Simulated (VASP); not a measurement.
A run of VASP 6.6.1:

Contents of INCAR:

```
  ALGO = Normal
  EDIFF = 1E-6
  EDIFFG = -0.04
  ENCUT = 600
  GGA = PE
  IBRION = 2
  ISIF = 3
  ISMEAR = 0
  LASPH = T
  LCHARG = F
  LREAL = F
  LWAVE = F
  NELM = 60
  NSW = 90
  PREC = Accurate
  SIGMA = 0.1
```

The input KPOINTS:

```
k-points
0
Gamma
  4 4 4
```

POSCAR

```
TiNb3B
1.0
    4.2019429700      0.0000000000      0.0000000000
    0.0000000000      4.2019429700      0.0000000000
    0.0000000000      0.0000000000      4.2019429700
Ti Nb B
1 3 1
Direct
    0.5000000000      0.5000000000      0.5000000000
    0.0000000000      0.5000000000      0.5000000000
    0.5000000000      0.0000000000      0.5000000000
    0.5000000000      0.5000000000      0.0000000000
    0.0000000000      0.0000000000      0.0000000000
```

Potentials or basis: VASP PAW PBE potentials, release 64 (Ti_sv, Nb_sv, B).

Launch:

```console
$ cat potpaw_PBE.64/Ti_sv/POTCAR potpaw_PBE.64/Nb_sv/POTCAR potpaw_PBE.64/B/POTCAR > POTCAR
$ mpirun -np 1 vasp_std > vasp.out
```

Hardware: 1 thread of Intel(R) Xeon(R) Platinum 8175M CPU @ 2.50GHz (Skylake/Cascade Lake), with other jobs on the host.

Q: Estimate the wall time of this run.

A: Wall time 3.9 min on 1 thread of Intel(R) Xeon(R) Platinum 8175M CPU @ 2.50GHz (Skylake/Cascade Lake), on a shared host, peak memory 0.23 GiB. Counts: scf iterations 84, k points 10, ion steps 5.
